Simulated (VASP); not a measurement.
**SiGe2S: single point with PBE**

SiGe2S:

```xyz
4
Lattice="4.2984 0.0000 0.0000 -2.1492 3.7225 0.0000 0.0000 0.0000 5.8392" Properties=species:S:1:pos:R:3 pbc="T T T"
Si    0.0000    0.0000    0.0000
Ge    0.0000    2.4817    0.0000
Ge    2.1492    1.2408    0.0000
S     0.0000    0.0000    2.9196
```

```yaml
Program: VASP 6.6.1
Task: single point
Functional: PBE
Potentials_or_basis: VASP PAW PBE potentials, release 64 (Si, Ge_d, S)
Cutoff: 520 eV
k_mesh: 6 × 6 × 4
Occupations: gaussian, width 0.1 eV
Spin: no spin polarisation
Dipole_correction: no
Further_INCAR_settings: ALGO = Normal; EDIFF = 1e-06; NBANDS = 27
```

* Pressure: 6.1 GPa
* Band gap on the k mesh: zero (band 19 reaches 4.03 eV, above the bottom of band 20 at 3.09 eV)

Stress tensor (GPa, compression positive):
```
 16.83   0.00   0.00
  0.00  16.83   0.00
  0.00   0.00 -15.23
```

Levels at points of the mesh, in eV from the Fermi level:
```tsv
k point	band 15	band 16	band 17	band 18	band 19	band 20	band 21	band 22	band 23	band 24
(0.00, 0.00, 0.00)	-3.27	-3.08	-3.08	-3.03	-2.25	0.11	0.11	0.38	4.66	4.96
(0.50, 0.00, 0.00)	-5.22	-3.43	-1.40	-1.27	-0.26	1.50	4.32	4.46	4.52	4.67
(0.00, 0.00, 0.50)	-3.26	-3.15	-3.02	-2.99	-2.99	-0.35	-0.20	-0.20	3.58	4.51
(0.50, 0.00, 0.50)	-5.44	-2.68	-0.90	-0.77	-0.53	0.67	2.49	4.48	4.57	5.20
```

Wall time 52 s on 1 thread of Intel(R) Xeon(R) Platinum 8375C CPU @ 2.90GHz (Ice Lake), on a shared host, peak memory 0.23 GiB.
